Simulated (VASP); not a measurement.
Wanted: the native input for a VASP 6.6.1 run.

* Task: single point
* Functional: PBE
* Potentials or basis: VASP PAW PBE potentials, release 64 (Sn_d)
* Cutoff: 520 eV
* k mesh: 14 × 14 × 10
* Occupations: gaussian, width 0.15 eV
* Spin: no spin polarisation
* Dipole correction: no
* Further INCAR settings: ALGO = Fast; EDIFF = 1e-06; NBANDS = 36

The structure of Sn lies in POSCAR:

```
Sn
1.0
    0.0000000000     -3.3281477805     -3.3281477805
    0.0000000000      3.3281477805     -3.3281477805
    6.6562955611      0.0000000000      0.0000000000
Sn
4
Direct
    0.5000000000      0.5000000000      0.0090140228
    0.0000000000      0.0000000000      0.4909859772
    1.0000000000      0.5000000000      0.2500000000
    0.5000000000      0.0000000000      0.7500000000
```

This cell differs from its parent crystal: atoms displaced along a vibrational mode.

One way to write it, as run:

INCAR

```
SYSTEM = Sn
PREC = Accurate
ENCUT = 520
EDIFF = 1E-6
ISMEAR = 0
SIGMA = 0.15
LREAL = .False.
LASPH = .True.
NELM = 80
ALGO = Fast
ISIF = 2
LWAVE = .False.
LCHARG = .True.
GGA = PE
LELF = .True.
LVHAR = .True.
NBANDS = 36
```

KPOINTS

```
Automatic mesh
0
Gamma
  14 14 10
  0 0 0
```

Potentials or basis: VASP PAW PBE potentials, release 64 (Sn_d).

Command:

```sh
$ cat potpaw_PBE.64/Sn_d/POTCAR > POTCAR
$ mpirun -np 1 vasp_std > vasp.out
```

It gave:

```yaml
Pressure: 0.0 GPa
Largest_force: 0.515 eV/Å
Band_gap_on_the_k_mesh: zero (bands 28 and 29 overlap by 0.28 eV)
```

Caveat: the cell differs from its parent crystal (atoms displaced along a vibrational mode); spin-orbit coupling is left out, which moves the levels of the heavy elements.

It took 10 min on 1 thread of AMD EPYC 9R45 96-Core Processor (Zen 5), on a shared host, peak memory 0.79 GiB.
